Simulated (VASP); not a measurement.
MoS2, 12 atoms in the cell. The typed cell holds 12 atoms: a = 7.127 Å, b = 7.127 Å, c = 7.127 Å, α = 52.83°, β = 52.83°, γ = 52.83°. 

* Program: VASP 6.6.1
* Task: single point
* Functional: LDA
* Potentials or basis: VASP PAW LDA potentials, release 64 (Mo_sv, S)
* Cutoff: 520 eV
* k mesh: 3 × 3 × 3
* Occupations: fermi-dirac, width 0.36 eV
* Spin: no spin polarisation
* Dipole correction: no
* Further INCAR settings: ALGO = Normal; EDIFF = 1e-06; NBANDS = 64

Potentials or basis: VASP PAW LDA potentials, release 64 (Mo_sv, S).

The run is started by

```console
$ cat potpaw_LDA.64/Mo_sv/POTCAR potpaw_LDA.64/S/POTCAR > POTCAR
$ mpirun -np 1 vasp_std > vasp.out
```

Hardware: 1 thread of Intel(R) Xeon(R) 6975P-C (Granite Rapids), on a shared host.

**Question.** Estimate the wall time of this run.

**Answer.** Run time: 2.8 min on 1 thread of Intel(R) Xeon(R) 6975P-C (Granite Rapids), on a shared host, peak memory 0.38 GiB. Counts: scf iterations 17, k points 14.
